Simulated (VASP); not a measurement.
# Cs (P6_3/mmc) in VASP: a series of runs

Runs on Cs. Level: PBE. Tasks: single point, relaxation of cell and atoms.

All numbers are computed with VASP 6.6.1; they aren't measurements. Logs are shortened: lines on timing, memory, paths and dates and some standing lists are left out, and cuts for length are marked.

## 1. The cell of the first run

Symmetry: P6_3/mmc, No. 194, hexagonal system. The conventional cell has a = 5.497 Å, b = 5.497 Å, c = 8.906 Å, α = 90.00°, β = 90.00°, γ = 120.00°.

This isn't the form of Cs at room conditions, which is bcc.

## 2. Single point, PBE

Input file INCAR:

```
ALGO = Normal ; EDIFF = 1E-7
ENCUT = 520 ; GGA = PE
ISIF = 2 ; ISMEAR = -1
LASPH = True ; LCHARG = False
LREAL = False ; LWAVE = False
NBANDS = 16 ; NELM = 60
PREC = Accurate ; SIGMA = 0.05
```

Input file KPOINTS:

```
k-points
0
Gamma
  9 9 5
```

Input file POSCAR:

```
Cs
1.0
    5.4974881302      0.0000000000      0.0000000000
   -2.7487440651      4.7609643778      0.0000000000
    0.0000000000      0.0000000000      8.9059307710
Cs
2
Direct
    0.3333333333      0.6666666667      0.2500000000
    0.6666666667      0.3333333333      0.7500000000
```

Potentials or basis: VASP PAW PBE potentials, release 64 (Cs_sv).

Started as:

```bash
> cat potpaw_PBE.64/Cs_sv/POTCAR > POTCAR
> mpirun -np 1 vasp_std > vasp.out
```

OUTCAR:

```text
EDIFF = 1E-7
   ENCUT = 520
   GGA = PE
   ISIF = 2
   ISMEAR = -1
   LASPH = True
   LREAL = False
   NELM = 60
   PREC = Accurate

 ion  position               nearest neighbor table
   1  0.333  0.667  0.250-
   2  0.667  0.333  0.750-

  LATTYP: Found a hexagonal cell.
 ALAT       =     5.4974881302
 C/A-ratio  =     1.6200000000

  Lattice vectors:

 A1 = (   5.4974881302,   0.0000000000,   0.0000000000)
 A2 = (  -2.7487440651,   4.7609643778,   0.0000000000)
 A3 = (   0.0000000000,   0.0000000000,   8.9059307710)

Analysis of symmetry for initial positions (statically):
=====================================================================
 Subroutine PRICEL returns:
 Original cell was already a primitive cell.

 Routine SETGRP: Setting up the symmetry group for a
 hexagonal supercell.

 Subroutine GETGRP returns: Found 24 space group operations
 (whereof 12 operations were pure point group operations)
 out of a pool of 24 trial point group operations.

The static configuration has the point symmetry D_3d.
 The point group associated with its full space group is D_6h.

Analysis of symmetry for dynamics (positions and initial velocities):
=====================================================================
 Subroutine PRICEL returns:
 Original cell was already a primitive cell.

 Routine SETGRP: Setting up the symmetry group for a
 hexagonal supercell.

 Subroutine GETGRP returns: Found 24 space group operations
 (whereof 12 operations were pure point group operations)
 out of a pool of 24 trial point group operations.

The dynamic configuration has the point symmetry D_3d.
 The point group associated with its full space group is D_6h.

 Subroutine INISYM returns: Found 24 space group operations
 (whereof 12 operations are pure point group operations),
 and found     1 'primitive' translations

----------------------------------------------------------------------------------------

                                     Primitive cell

  volume of cell :     233.0980

  direct lattice vectors                    reciprocal lattice vectors
     5.497488130  0.000000000  0.000000000     0.181901257  0.105020740  0.000000000
    -2.748744065  4.760964378  0.000000000     0.000000000  0.210041479  0.000000000
     0.000000000  0.000000000  8.905930771     0.000000000  0.000000000  0.112284726

  length of vectors
     5.497488130  5.497488130  8.905930771     0.210041479  0.210041479  0.112284726

  position of ions in fractional coordinates (direct lattice)
     0.333333333  0.666666667  0.250000000
     0.666666667  0.333333333  0.750000000

  ion indices of the primitive-cell ions
   primitive index   ion index
                 1           1
                 2           2

----------------------------------------------------------------------------------------

 KPOINTS: k-points

Automatic generation of k-mesh.
 Grid dimensions read from file:
 generate k-points for:    9    9    5

 Generating k-lattice:

  Cartesian coordinates                     Fractional coordinates (reciprocal lattice)
     0.020211251  0.011668971  0.000000000     0.111111111  0.000000000  0.000000000
     0.000000000  0.023337942  0.000000000     0.000000000  0.111111111  0.000000000
     0.000000000  0.000000000  0.022456945     0.000000000  0.000000000  0.200000000

  Length of vectors
     0.023337942  0.023337942  0.022456945

  Shift w.r.t. Gamma in fractional coordinates (k-lattice)
     0.000000000  0.000000000  0.000000000

 Subroutine IBZKPT returns following result:
 ===========================================

 Found     36 irreducible k-points:

 Following reciprocal coordinates:
            Coordinates               Weight
  0.000000  0.000000  0.000000      1.000000
  0.111111  0.000000  0.000000      6.000000
  0.222222  0.000000  0.000000      6.000000
  0.333333 -0.000000  0.000000      6.000000
  0.444444  0.000000  0.000000      6.000000
  0.111111  0.111111  0.000000      6.000000
[... 16 lines left out ...]
  0.333333  0.222222  0.200000     24.000000
  0.333333  0.333333  0.200000      4.000000
 [... further k-points ...]
   k-points           NKPTS =     36   k-points in BZ     NKDIM =     36   number of bands    NBANDS=     16
   number of dos      NEDOS =    301   number of ions     NIONS =      2
   total plane-waves  NPLWV = 123480
   dimension x,y,z NGX =    42 NGY =   42 NGZ =   70
   dimension x,y,z NGXF=    84 NGYF=   84 NGZF=  140
   ions per type =               2
   NGX,Y,Z   is equivalent  to a cutoff of  12.70, 12.70, 13.07 a.u.
   NGXF,Y,Z  is equivalent  to a cutoff of  25.40, 25.40, 26.13 a.u.
 SYSTEM =  unknown system
   PREC   = accura    normal or accurate (medium, high low for compatibility)
   ISTART =      0    job   : 0-new  1-cont  2-samecut
   ICHARG =      2    charge: 1-file 2-atom 10-const
   ISPIN  =      1    spin polarized calculation?
   LNONCOLLINEAR =      F non collinear calculations
   LSORBIT =      F    spin-orbit coupling
   LASPH  =      T    aspherical Exc in radial PAW
   ENCUT  =  520.0 eV  38.22 Ry    6.18 a.u.  10.22 10.22 16.56*2*pi/ulx,y,z
   NELM   =     60;   NELMIN=  2; NELMDL= -5     # of ELM steps
   EDIFF  = 0.1E-06   stopping-criterion for ELM
   LREAL  =      F    real-space projection
   EDIFFG = 0.1E-05   stopping-criterion for IOM
   NSW    =      0    number of steps for IOM
   IBRION =     -1    ionic relax: 0-MD 1-quasi-New 2-CG
   NFREE  =      0    steps in history (QN), initial steepest desc. (CG)
   ISIF   =      2    stress and relaxation
   ISYM   =      2    0-nonsym 1-usesym 2-fastsym
   POTIM  = 0.5000    time-step for ionic-motion
   TEBEG  =    0.0;   TEEND  =   0.0 temperature during run
   PSTRESS=    0.0 pullay stress
   NELECT =      18.0000    total number of electrons
   NUPDOWN=      -1.0000    fix difference up-down
   EMIN   =  10.00;   EMAX   =-10.00  energy-range for DOS
   EFERMI =   0.00;   METHOD = LEGACY
   ISMEAR =    -1;   SIGMA  =   0.05  broadening in eV -4-tet -1-fermi 0-gaus
   EFERMI_NEDOS =   21; number of points for ismear=-14 and -15
   IALGO  =     38    algorithm
   IMIX   =      4    mixing-type and parameters
     AMIX     =   0.40;   BMIX     =  1.00
     AMIX_MAG =   1.60;   BMIX_MAG =  1.00
  volume/ion in A,a.u.               =     116.55       786.51
  Fermi-wavevector in a.u.,A,eV,Ry     =   0.697139  1.317402  6.612473  0.486003
  Thomas-Fermi vector in A             =   1.780384
   LORBIT       =      0    0 simple, 1 ext, 2 COOP (PROOUT), +10 PAW based schemes
   GGA     = PE    functional components
   LHFCALC =     F    Hartree Fock is set to
   AEXX    =    0.0000 exact exchange contribution
   IVDW    =     0    specifies the selected vdW correction
   LEPSILON=     F    determine dielectric tensor
   LRPA    =     F    only Hartree local field effects (RPA)
 non-spin polarized calculation
  energy-cutoff  :      520.00
  volume of cell :      233.10
 maximum number of plane-waves:      6315
 NGX is ok and might be reduce to    42
   NGX = 21   NGY = 21   NGZ = 33

 number of electron      18.0000005 magnetization

 Free energy of the ion-electron system (eV)
  ---------------------------------------------------
  ext. energy  EPLUGINS =         0.00000000
  ---------------------------------------------------
  free energy    TOTEN  =        -1.71539523 eV

  energy without entropy =       -1.69697279  energy(sigma->0) =       -1.70618401

 E-fermi :   0.4319     XC(G=0):  -5.3723

 val. band max:        0.4239493283   @ k =   0.4444   0.0000   0.4000
 cond. band min:       0.4798249072   @ k =   0.4444   0.1111   0.0000
 fundamental gap:      0.0558755789
 Fermi energy:         0.4319401748

 k-point     1 :       0.0000    0.0000    0.0000
  band No.  band energies     occupation
      1     -23.4387      2.00000
      2     -23.4328      2.00000
      3     -10.3165      2.00000
      4     -10.2043      2.00000
      5     -10.2043      2.00000
      6     -10.1858      2.00000
[... 8 lines left out ...]
     15       3.1107      0.00000
     16       3.1107      0.00000

 k-point     2 :       0.1111    0.0000    0.0000
  band No.  band energies     occupation
      1     -23.4381      2.00000
      2     -23.4325      2.00000
      3     -10.3114      2.00000
      4     -10.2156      2.00000
      5     -10.2080      2.00000
      6     -10.1975      2.00000
[... 8 lines left out ...]
     15       3.0629      0.00000
     16       3.2141      0.00000

 k-point     3 :       0.2222    0.0000    0.0000
  band No.  band energies     occupation
      1     -23.4366      2.00000
      2     -23.4319      2.00000
      3     -10.2975      2.00000
      4     -10.2442      2.00000
      5     -10.2263      2.00000
      6     -10.2168      2.00000
[... 8 lines left out ...]
     15       3.0494      0.00000
     16       3.1911      0.00000

 k-point     4 :       0.3333   -0.0000    0.0000
  band No.  band energies     occupation
      1     -23.4347      2.00000
      2     -23.4313      2.00000
      3     -10.2785      2.00000
      4     -10.2770      2.00000
      5     -10.2579      2.00000
      6     -10.2264      2.00000
[... 8 lines left out ...]
     15       2.8358      0.00000
     16       3.6614      0.00000
[... 324 lines left out ...]
 k-point    22 :       0.2222    0.2222    0.2000
  band No.  band energies     occupation
      1     -23.4336      2.00000
      2     -23.4314      2.00000
      3     -10.2857      2.00000
      4     -10.2771      2.00000
      5     -10.2466      2.00000
      6     -10.2391      2.00000
[... 8 lines left out ...]
     15       2.3287      0.00000
     16       3.6089      0.00000

 k-point    23 :       0.3333    0.2222    0.2000
  band No.  band energies     occupation
      1     -23.4324      2.00000
      2     -23.4313      2.00000
      3     -10.2912      2.00000
      4     -10.2798      2.00000
      5     -10.2570      2.00000
      6     -10.2373      2.00000
[... 8 lines left out ...]
     15       2.5527      0.00000
     16       3.5156      0.00000

 k-point    24 :       0.3333    0.3333    0.2000
  band No.  band energies     occupation
      1     -23.4317      2.00000
      2     -23.4317      2.00000
      3     -10.2778      2.00000
      4     -10.2752      2.00000
      5     -10.2752      2.00000
      6     -10.2457      2.00000
[... 8 lines left out ...]
     15       2.6746      0.00000
     16       3.5929      0.00000

 [... further k-points ...]
[... 5 lines left out ...]
  --------------------------------------------------------------------------------------
  -------------------------------------------------------------------------------------
  Total       -0.0165445     -0.0165445      0.0527437     -0.0000000     -0.0000000      0.0000000
  in kB       -0.1137170     -0.1137170      0.3625287     -0.0000000     -0.0000000      0.0000000
  external PRESSURE =       0.0450316 kB  Pullay stress =       0.0000000 kB

 VOLUME and BASIS-vectors are now :
 -----------------------------------------------------------------------------
  energy-cutoff  :      520.00
  volume of cell :      233.10
      direct lattice vectors                 reciprocal lattice vectors
     5.497488130  0.000000000  0.000000000     0.181901257  0.105020740  0.000000000
    -2.748744065  4.760964378  0.000000000     0.000000000  0.210041479  0.000000000
     0.000000000  0.000000000  8.905930771     0.000000000  0.000000000  0.112284726

 POSITION                                       TOTAL-FORCE (eV/Angst)
 -----------------------------------------------------------------------------------
     -0.00000      3.17398      2.22648         0.000000     -0.000000      0.000000
      2.74874      1.58699      6.67945        -0.000000      0.000000      0.000000
 -----------------------------------------------------------------------------------
    total drift:                               -0.000000      0.000000     -0.000000

  FREE ENERGIE OF THE ION-ELECTRON SYSTEM (eV)
  ---------------------------------------------------
  free  energy   TOTEN  =        -1.7153952269 eV

  energy  without entropy=       -1.6969727936  energy(sigma->0) =       -1.70618401
```

It took 84 s on 1 thread of Intel Xeon 6975P-C (Granite Rapids), shared host; peak memory 0.37 GiB.

Results:

```
Free energy            : -1.7154 eV
Pressure               : 0.0 GPa
Band gap on the k mesh : zero (bands 9 and 10 overlap by 1.55 eV)
```

Caveat: spin-orbit coupling is left out, which moves the levels of the heavy elements.

## 3. Single point, PBE

Input file INCAR:

```
SYSTEM = Cs
PREC = Accurate
ENCUT = 520
EDIFF = 1E-7
ISMEAR = -1
SIGMA = 0.05
LREAL = .False.
LASPH = .True.
NELM = 80
ALGO = Normal
ISIF = 2
LWAVE = .False.
LCHARG = .True.
GGA = PE
LELF = .True.
LVHAR = .True.
NBANDS = 16
```

Input file KPOINTS:

```
regular mesh
0
Gamma
  9 9 5
  0 0 0
```

POSCAR is that of step 2.

Potentials or basis: VASP PAW PBE potentials, release 64 (Cs_sv).

Started as:

```bash
> cat potpaw_PBE.64/Cs_sv/POTCAR > POTCAR
> mpirun -np 1 vasp_std > vasp.out
```

Run time: 80 s. Hardware: 1 thread of Intel Xeon 6975P-C (Granite Rapids), shared host; peak memory 0.38 GiB.

Results (log left out):

* Free energy: -1.7154 eV
* Pressure: 0.0 GPa
* Band gap on the k mesh: zero (bands 9 and 10 overlap by 1.55 eV)

Levels at points of the mesh, in eV from the Fermi level:
```csv
k point,band 6,band 7,band 8,band 9,band 10,band 11,band 12,band 13
"(0.00, 0.00, 0.00)",-10.62,-10.62,-10.62,-1.68,-0.03,0.76,2.36,2.36
```

Caveat: spin-orbit coupling is left out, which moves the levels of the heavy elements.

## 4. Relaxation of cell and atoms, PBE

Input file INCAR:

```
SYSTEM = Cs
  PREC = Accurate
  ENCUT = 600
  EDIFF = 1E-6
  ISMEAR = -1
  SIGMA = 0.05
  LREAL = .FALSE.
  LASPH = .TRUE.
  NELM = 100
  ALGO = Normal
  ISIF = 3
  LWAVE = .FALSE.
  LCHARG = .FALSE.
  GGA = PE
  IBRION = 2
  NSW = 60
  EDIFFG = -0.005
```

Input file KPOINTS:

```
regular mesh
0
G
  9 9 5
  0 0 0
```

POSCAR is that of step 3.

Started as:

```bash
> cat potpaw_PBE.64/Cs_sv/POTCAR > POTCAR
> mpirun -np 1 vasp_std > vasp.out
```

Run time: 3.6 min. Hardware: 1 thread of Intel Xeon 6975P-C (Granite Rapids), shared host; peak memory 0.49 GiB.

It converged, with:

```
Free energy                           : -1.7159 eV
Relaxed volume                        : 117.27 Å³/atom
Relaxed cell                          : a = 5.469 Å, b = 5.469 Å, c = 9.054 Å, α = 90.00°, β = 90.00°, γ = 120.00°
Space group after relaxing (to 0.1 Å) : P6_3/mmc (No. 194)
Energy gained by relaxing             : 0.2 meV/atom
Ionic steps                           : 5
Pressure after relaxing               : 0.0 GPa
Band gap on the k mesh                : zero (bands 9 and 10 overlap by 1.59 eV)
```

The path:
```csv
step,energy change (eV),largest force (eV/Å),pressure (GPa),volume (Å³)
1,0.0000,0.0000,0.00,233.10
2,-0.0001,0.0000,0.00,233.21
3,-0.0003,0.0000,0.01,233.55
4,-0.0004,0.0000,0.01,234.22
5,-0.0004,0.0000,0.00,234.55
```

Final structure:
```yaml
crystal:
  lattice:
    - [5.46944, 0.00000, 0.00000]
    - [-2.73472, 4.73667, 0.00000]
    - [0.00000, 0.00000, 9.05354]
  atoms:
    - { symbol: Cs, position: [0.33333, 0.66667, 0.25000] }
    - { symbol: Cs, position: [0.66667, 0.33333, 0.75000] }
```

Levels at points of the mesh, in eV from the Fermi level:
```
           k point  band 5  band 6  band 7  band 8  band 9  band 10  band 11  band 12  band 13
(0.00, 0.00, 0.00)  -10.64  -10.62  -10.62  -10.62   -1.67    -0.06     0.70     2.38     2.38
```

Caveat: spin-orbit coupling is left out, which moves the levels of the heavy elements.

The gap in the log of VASP goes by the Fermi energy; the results here count the filled bands.